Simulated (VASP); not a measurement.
# SiAg2As2 (P6/mmm) in VASP: a series of runs

The runs below take SiAg2As2 through single point, relaxation of cell and atoms, with PBE.

All numbers are computed with VASP 6.6.1; they aren't measurements. Logs are shortened: lines on timing, memory, paths and dates and some standing lists are left out, and cuts for length are marked.

### 1 The cell of the first run

The structure is hexagonal, space group P6/mmm (No. 191). The conventional cell has a = 3.840 Å, b = 3.840 Å, c = 8.446 Å, α = 90.00°, β = 90.00°, γ = 120.00°. Si (site symmetry 6/mmm) has 6 As at 2.22 Å and 2 Ag at 2.52 Å within 2.9 Å. Ag (site symmetry 6mm) has 1 Si at 2.52 Å within 3.3 Å. As (site symmetry -6m2) has 3 As at 2.22 Å and 3 Si at 2.22 Å within 2.9 Å.

### 2 Single point, PBE

File INCAR:

```
PREC = Accurate
ENCUT = 520
EDIFF = 1E-6
ISMEAR = 0
SIGMA = 0.1
LREAL = False
LASPH = True
NELM = 100
ALGO = Normal
ISIF = 2
LWAVE = False
LCHARG = False
GGA = PE
NBANDS = 26
```

File KPOINTS:

```
regular mesh
0
Gamma
  6 6 2
```

File POSCAR:

```
SiAg2As2
1.0
    3.8401876900      0.0000000000      0.0000000000
   -1.9200938400      3.3257000900      0.0000000000
    0.0000000000      0.0000000000      8.4462844700
Si Ag As
1 2 2
Direct
    0.0000000000      0.0000000000      0.0000000000
    0.0000000000      0.0000000000      0.2983583000
    0.0000000000      0.0000000000      0.7016417000
    0.3333333300      0.6666666700      0.0000000000
    0.6666666700      0.3333333300      0.0000000000
```

Potentials or basis: VASP PAW PBE potentials, release 64 (Si, Ag, As).

The run is started by

```bash
cat potpaw_PBE.64/Si/POTCAR potpaw_PBE.64/Ag/POTCAR potpaw_PBE.64/As/POTCAR > POTCAR
mpirun -np 1 vasp_std > vasp.out
```

OUTCAR:

```text
PREC = Accurate
   ENCUT = 520
   EDIFF = 1E-6
   ISMEAR = 0
   LREAL = False
   LASPH = True
   NELM = 100
   ISIF = 2
   GGA = PE

 ion  position               nearest neighbor table
   1  0.000  0.000  0.000-   4 2.22   5 2.22   4 2.22   5 2.22   5 2.22   4 2.22   2 2.52   3 2.52

   2  0.000  0.000  0.298-   1 2.52   3 3.41
   3  0.000  0.000  0.702-   1 2.52   2 3.41
   4  0.333  0.667  0.000-   5 2.22   1 2.22   5 2.22   1 2.22   1 2.22   5 2.22
   5  0.667  0.333  0.000-   4 2.22   1 2.22   4 2.22   1 2.22   1 2.22   4 2.22

  LATTYP: Found a hexagonal cell.
 ALAT       =     3.8401876900
 C/A-ratio  =     2.1994457438

  Lattice vectors:

 A1 = (   3.8401876900,   0.0000000000,   0.0000000000)
 A2 = (  -1.9200938400,   3.3257000900,   0.0000000000)
 A3 = (   0.0000000000,   0.0000000000,   8.4462844700)

Analysis of symmetry for initial positions (statically):
=====================================================================
 Subroutine PRICEL returns:
 Original cell was already a primitive cell.

 Routine SETGRP: Setting up the symmetry group for a
 hexagonal supercell.

 Subroutine GETGRP returns: Found 24 space group operations
 (whereof 24 operations were pure point group operations)
 out of a pool of 24 trial point group operations.

The static configuration has the point symmetry D_6h.

Analysis of symmetry for dynamics (positions and initial velocities):
=====================================================================
 Subroutine PRICEL returns:
 Original cell was already a primitive cell.

 Routine SETGRP: Setting up the symmetry group for a
 hexagonal supercell.

 Subroutine GETGRP returns: Found 24 space group operations
 (whereof 24 operations were pure point group operations)
 out of a pool of 24 trial point group operations.

The dynamic configuration has the point symmetry D_6h.

 Subroutine INISYM returns: Found 24 space group operations
 (whereof 24 operations are pure point group operations),
 and found     1 'primitive' translations

----------------------------------------------------------------------------------------

                                     Primitive cell

  volume of cell :     107.8701

  direct lattice vectors                    reciprocal lattice vectors
     3.840187690  0.000000000  0.000000000     0.260403939  0.150344284  0.000000000
    -1.920093840  3.325700090  0.000000000     0.000000000  0.300688569  0.000000000
     0.000000000  0.000000000  8.446284470     0.000000000  0.000000000  0.118395255

  length of vectors
     3.840187690  3.840187683  8.446284470     0.300688568  0.300688569  0.118395255

  position of ions in fractional coordinates (direct lattice)
     0.000000000  0.000000000  0.000000000
     0.000000000  0.000000000  0.298358300
     0.000000000  0.000000000  0.701641700
     0.333333330  0.666666670  0.000000000
     0.666666670  0.333333330  0.000000000

  ion indices of the primitive-cell ions
   primitive index   ion index
                 1           1
                 2           2
                 3           3
                 4           4
                 5           5

----------------------------------------------------------------------------------------

 KPOINTS: regular mesh

Automatic generation of k-mesh.
 Grid dimensions read from file:
 generate k-points for:    6    6    2

 Generating k-lattice:

  Cartesian coordinates                     Fractional coordinates (reciprocal lattice)
     0.043400656  0.025057381  0.000000000     0.166666667  0.000000000  0.000000000
     0.000000000  0.050114761  0.000000000     0.000000000  0.166666667  0.000000000
     0.000000000  0.000000000  0.059197627     0.000000000  0.000000000  0.500000000

  Length of vectors
     0.050114761  0.050114761  0.059197627

  Shift w.r.t. Gamma in fractional coordinates (k-lattice)
     0.000000000  0.000000000  0.000000000

 Subroutine IBZKPT returns following result:
 ===========================================

 Found     14 irreducible k-points:

 Following reciprocal coordinates:
            Coordinates               Weight
  0.000000  0.000000  0.000000      1.000000
  0.166667  0.000000  0.000000      6.000000
  0.333333  0.000000  0.000000      6.000000
  0.500000  0.000000  0.000000      3.000000
  0.166667  0.166667  0.000000      6.000000
  0.333333  0.166667  0.000000     12.000000
  0.333333  0.333333  0.000000      2.000000
  0.000000  0.000000  0.500000      1.000000
  0.166667  0.000000  0.500000      6.000000
  0.333333  0.000000  0.500000      6.000000
  0.500000  0.000000  0.500000      3.000000
  0.166667  0.166667  0.500000      6.000000
  0.333333  0.166667  0.500000     12.000000
  0.333333  0.333333  0.500000      2.000000
   k-points           NKPTS =     14   k-points in BZ     NKDIM =     14   number of bands    NBANDS=     26
   number of dos      NEDOS =    301   number of ions     NIONS =      5
   total plane-waves  NPLWV =  57600
   dimension x,y,z NGX =    30 NGY =   30 NGZ =   64
   dimension x,y,z NGXF=    60 NGYF=   60 NGZF=  128
   ions per type =               1   2   2
   NGX,Y,Z   is equivalent  to a cutoff of  12.99, 12.99, 12.60 a.u.
   NGXF,Y,Z  is equivalent  to a cutoff of  25.97, 25.97, 25.19 a.u.
 SYSTEM =  unknown system
   PREC   = accura    normal or accurate (medium, high low for compatibility)
   ISTART =      0    job   : 0-new  1-cont  2-samecut
   ICHARG =      2    charge: 1-file 2-atom 10-const
   ISPIN  =      1    spin polarized calculation?
   LNONCOLLINEAR =      F non collinear calculations
   LSORBIT =      F    spin-orbit coupling
   LASPH  =      T    aspherical Exc in radial PAW
   ENCUT  =  520.0 eV  38.22 Ry    6.18 a.u.   7.14  7.14 15.70*2*pi/ulx,y,z
   NELM   =    100;   NELMIN=  2; NELMDL= -5     # of ELM steps
   EDIFF  = 0.1E-05   stopping-criterion for ELM
   LREAL  =      F    real-space projection
   EDIFFG = 0.1E-04   stopping-criterion for IOM
   NSW    =      0    number of steps for IOM
   IBRION =     -1    ionic relax: 0-MD 1-quasi-New 2-CG
   NFREE  =      0    steps in history (QN), initial steepest desc. (CG)
   ISIF   =      2    stress and relaxation
   ISYM   =      2    0-nonsym 1-usesym 2-fastsym
   POTIM  = 0.5000    time-step for ionic-motion
   TEBEG  =    0.0;   TEEND  =   0.0 temperature during run
   PSTRESS=    0.0 pullay stress
   NELECT =      36.0000    total number of electrons
   NUPDOWN=      -1.0000    fix difference up-down
   EMIN   =  10.00;   EMAX   =-10.00  energy-range for DOS
   EFERMI =   0.00;   METHOD = LEGACY
   ISMEAR =     0;   SIGMA  =   0.10  broadening in eV -4-tet -1-fermi 0-gaus
   EFERMI_NEDOS =   21; number of points for ismear=-14 and -15
   IALGO  =     38    algorithm
   IMIX   =      4    mixing-type and parameters
     AMIX     =   0.40;   BMIX     =  1.00
     AMIX_MAG =   1.60;   BMIX_MAG =  1.00
  volume/ion in A,a.u.               =      21.57       145.59
  Fermi-wavevector in a.u.,A,eV,Ry     =   1.135556  2.145890 17.544544  1.289488
  Thomas-Fermi vector in A             =   2.272261
   LORBIT       =      0    0 simple, 1 ext, 2 COOP (PROOUT), +10 PAW based schemes
   GGA     = PE    functional components
   LHFCALC =     F    Hartree Fock is set to
   AEXX    =    0.0000 exact exchange contribution
   IVDW    =     0    specifies the selected vdW correction
   LEPSILON=     F    determine dielectric tensor
   LRPA    =     F    only Hartree local field effects (RPA)
 non-spin polarized calculation
 Gauss-broadening in eV      SIGMA  =   0.10
  energy-cutoff  :      520.00
  volume of cell :      107.87
 maximum number of plane-waves:      2931
 NGX is ok and might be reduce to    30
   NGX = 15   NGY = 15   NGZ = 31

 number of electron      36.0000007 magnetization

 Free energy of the ion-electron system (eV)
  ---------------------------------------------------
  ext. energy  EPLUGINS =         0.00000000
  ---------------------------------------------------
  free energy    TOTEN  =        -9.26601628 eV

  energy without entropy =       -9.25444592  energy(sigma->0) =       -9.26023110

 E-fermi :   5.3026     XC(G=0):  -9.6572

 val. band max:        5.2295693576   @ k =   0.3333   0.1667   0.0000
 cond. band min:       5.3912562828   @ k =   0.3333   0.0000   0.0000
 fundamental gap:      0.1616869252
 Fermi energy:         5.3025767370

 k-point     1 :       0.0000    0.0000    0.0000
  band No.  band energies     occupation
      1     -13.6284      2.00000
      2      -2.8283      2.00000
      3      -1.5205      2.00000
      4      -1.5205      2.00000
      5      -0.2015      2.00000
      6      -0.2015      2.00000
[... 18 lines left out ...]
     25      11.7773      0.00000
     26      13.1745      0.00000

 k-point     2 :       0.1667    0.0000    0.0000
  band No.  band energies     occupation
      1     -13.2656      2.00000
      2      -4.5042      2.00000
      3      -2.8267      2.00000
      4      -2.4781      2.00000
      5      -1.0568      2.00000
      6       0.9999      2.00000
[... 18 lines left out ...]
     25      12.6080      0.00000
     26      13.1204      0.00000

 k-point     3 :       0.3333    0.0000    0.0000
  band No.  band energies     occupation
      1     -12.1911      2.00000
      2      -7.6620      2.00000
      3      -3.9424      2.00000
      4      -1.9418      2.00000
      5      -1.4759      2.00000
      6       0.8996      2.00000
[... 18 lines left out ...]
     25      10.5365      0.00000
     26      12.4672      0.00000

 k-point     4 :       0.5000    0.0000    0.0000
  band No.  band energies     occupation
      1     -10.8394      2.00000
      2      -9.7248      2.00000
      3      -4.3252      2.00000
      4      -2.2555      2.00000
      5      -0.1496      2.00000
      6      -0.0094      2.00000
[... 18 lines left out ...]
     25      10.2559      0.00000
     26      10.3349      0.00000

 k-point     5 :       0.1667    0.1667    0.0000
  band No.  band energies     occupation
      1     -12.5451      2.00000
      2      -6.3816      2.00000
      3      -5.1276      2.00000
      4      -1.8001      2.00000
      5       0.4688      2.00000
      6       0.7573      2.00000
[... 18 lines left out ...]
     25      11.7608      0.00000
     26      11.8383      0.00000

 k-point     6 :       0.3333    0.1667    0.0000
  band No.  band energies     occupation
      1     -11.1604      2.00000
      2      -8.7975      2.00000
      3      -6.2243      2.00000
      4      -0.5811      2.00000
      5       0.1486      2.00000
      6       0.6195      2.00000
[... 18 lines left out ...]
     25      11.1753      0.00000
     26      11.3120      0.00000

 k-point     7 :       0.3333    0.3333    0.0000
  band No.  band energies     occupation
      1      -9.7307      2.00000
      2      -9.7307      2.00000
      3      -7.7632      2.00000
      4       0.4237      2.00000
      5       0.5431      2.00000
      6       0.5431      2.00000
[... 18 lines left out ...]
     25      10.9331      0.00000
     26      10.9331      0.00000

 k-point     8 :       0.0000    0.0000    0.5000
  band No.  band energies     occupation
      1     -13.6282      2.00000
      2      -2.8681      2.00000
      3      -1.5203      2.00000
      4      -1.5203      2.00000
      5      -0.1893      2.00000
      6      -0.1893      2.00000
[... 18 lines left out ...]
     25      11.5992      0.00000
     26      12.3650      0.00000

 k-point     9 :       0.1667    0.0000    0.5000
  band No.  band energies     occupation
      1     -13.2654      2.00000
      2      -4.5035      2.00000
      3      -2.8262      2.00000
      4      -2.5186      2.00000
      5      -1.0263      2.00000
      6       0.9193      2.00000
[... 18 lines left out ...]
     25      11.8871      0.00000
     26      13.0745      0.00000

 k-point    10 :       0.3333    0.0000    0.5000
  band No.  band energies     occupation
      1     -12.1909      2.00000
      2      -7.6615      2.00000
      3      -3.9420      2.00000
      4      -1.9232      2.00000
      5      -1.5247      2.00000
      6       0.6769      2.00000
[... 18 lines left out ...]
     25      10.7046      0.00000
     26      12.5497      0.00000

 k-point    11 :       0.5000    0.0000    0.5000
  band No.  band energies     occupation
      1     -10.8394      2.00000
      2      -9.7242      2.00000
      3      -4.3249      2.00000
      4      -2.2401      2.00000
      5      -0.1989      2.00000
      6      -0.1760      2.00000
[... 18 lines left out ...]
     25      10.5198      0.00000
     26      10.9343      0.00000

 k-point    12 :       0.1667    0.1667    0.5000
  band No.  band energies     occupation
      1     -12.5449      2.00000
      2      -6.3816      2.00000
      3      -5.1252      2.00000
      4      -1.8448      2.00000
      5       0.6379      2.00000
      6       0.7967      2.00000
[... 18 lines left out ...]
     25      11.9267      0.00000
     26      12.3052      0.00000

 k-point    13 :       0.3333    0.1667    0.5000
  band No.  band energies     occupation
      1     -11.1603      2.00000
      2      -8.7972      2.00000
      3      -6.2228      2.00000
      4      -0.6536      2.00000
      5       0.2259      2.00000
      6       0.4373      2.00000
[... 18 lines left out ...]
     25      11.2345      0.00000
     26      11.6201      0.00000

 k-point    14 :       0.3333    0.3333    0.5000
  band No.  band energies     occupation
      1      -9.7307      2.00000
      2      -9.7307      2.00000
      3      -7.7615      2.00000
      4       0.1585      2.00000
      5       0.4980      2.00000
      6       0.4980      2.00000
[... 18 lines left out ...]
     25       9.1912      0.00000
     26      14.6933      0.00000

------------------------ aborting loop because EDIFF is reached ----------------------------------------

  FORCE on cell =-STRESS in cart. coord.  units (eV):
  Direction    XX          YY          ZZ          XY          YZ          ZX
  --------------------------------------------------------------------------------------
  -------------------------------------------------------------------------------------
  Total       38.3916913     38.3916912      0.4090850      0.0000001      0.0000000     -0.0000000
  in kB      570.2254405    570.2254388      6.0760715      0.0000009      0.0000000     -0.0000000
  external PRESSURE =     382.1756503 kB  Pullay stress =       0.0000000 kB

 VOLUME and BASIS-vectors are now :
 -----------------------------------------------------------------------------
  energy-cutoff  :      520.00
  volume of cell :      107.87
      direct lattice vectors                 reciprocal lattice vectors
     3.840187690  0.000000000  0.000000000     0.260403939  0.150344284  0.000000000
    -1.920093840  3.325700090  0.000000000     0.000000000  0.300688569  0.000000000
     0.000000000  0.000000000  8.446284470     0.000000000  0.000000000  0.118395255

 POSITION                                       TOTAL-FORCE (eV/Angst)
 -----------------------------------------------------------------------------------
      0.00000      0.00000      0.00000         0.000000      0.000000      0.000000
      0.00000      0.00000      2.52002         0.000000     -0.000000      0.932076
      0.00000      0.00000      5.92627         0.000000      0.000000     -0.932076
     -0.00000      2.21713      0.00000        -0.000000      0.000000      0.000000
      1.92009      1.10857      0.00000        -0.000000     -0.000000      0.000000
 -----------------------------------------------------------------------------------
    total drift:                                0.000000      0.000000     -0.000000

  FREE ENERGIE OF THE ION-ELECTRON SYSTEM (eV)
  ---------------------------------------------------
  free  energy   TOTEN  =        -9.2660162757 eV

  energy  without entropy=       -9.2544459159  energy(sigma->0) =       -9.26023110
```

Run time: 49 s. Hardware: 1 thread of Intel Xeon 6975P-C, shared host; peak memory 0.24 GiB.

What came out:

* Free energy: -9.2660 eV
* Pressure: 38.2 GPa
* Largest force: 0.932 eV/Å
* Band gap on the k mesh: zero (band 18 reaches 6.54 eV, above the bottom of band 19 at 3.39 eV)

Forces in eV/Å, atoms in the order of the input:
```
Si   0.000  0.000  0.000
Ag   0.000  0.000  0.932
Ag   0.000  0.000 -0.932
As   0.000  0.000  0.000
As   0.000  0.000  0.000
```

Levels at points of the mesh, in eV from the Fermi level:
| k point | band 16 | band 17 | band 18 | band 19 | band 20 | band 21 |
| --- | --- | --- | --- | --- | --- | --- |
| (0.00, 0.00, 0.00) | -3.38 | -3.38 | -3.21 | -1.12 | 0.83 | 2.22 |
| (0.50, 0.00, 0.00) | -2.65 | 0.26 | 1.19 | 1.33 | 3.15 | 3.49 |
| (0.00, 0.00, 0.50) | -3.25 | -3.25 | -2.54 | -1.91 | -0.17 | 3.26 |
| (0.50, 0.00, 0.50) | -2.76 | 0.91 | 1.24 | 1.74 | 2.17 | 2.66 |

Caveat: the k points lie up to 0.37 Å⁻¹ apart.

(Part 1 of 2 ends here.)
